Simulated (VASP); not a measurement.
# Ta: single point with LDA

Crystal: Ta.

```
Ta
1.0
    -1.51001    1.51001    1.51001
     1.51001   -1.51001    1.51001
     1.51001    1.51001   -1.51001
Ta
1
Cartesian
  0.0000 0.0000 0.0000
```

- Program: VASP 6.6.1
- Task: single point
- Functional: LDA
- Potentials or basis: VASP PAW LDA potentials, release 64 (Ta_pv)
- Cutoff: 520 eV
- k mesh: 18 × 18 × 18
- Occupations: fermi-dirac, width 0.08 eV
- Spin: no spin polarisation
- Dipole correction: no
- Further INCAR settings: ALGO = Normal; EDIFF = 1e-06; NBANDS = 12

The pressure is 76.2 GPa and the band gap on the k mesh is zero (an odd number of electrons rules out a gap without spin polarisation).

Levels at points of the mesh, in eV from the Fermi level:
```
           k point  band 2  band 3  band 4  band 5  band 6  band 7  band 8  band 9
(0.00, 0.00, 0.00)  -31.87  -31.87   -8.76    0.50    0.50    0.50    4.81    4.81
(0.50, 0.00, 0.00)  -32.72  -31.91   -5.82   -2.66    3.47    4.97    6.31   10.68
(0.50, 0.50, 0.50)  -33.71  -33.71   -5.81   -5.81    9.17    9.17    9.17   11.65
```

Wall time 10 s on 1 thread of Intel(R) Xeon(R) 6975P-C (Granite Rapids), with other jobs on the host, peak memory 0.14 GiB.

Caveat: the cell stands under pressure; spin-orbit coupling is left out, which moves the levels of the heavy elements.
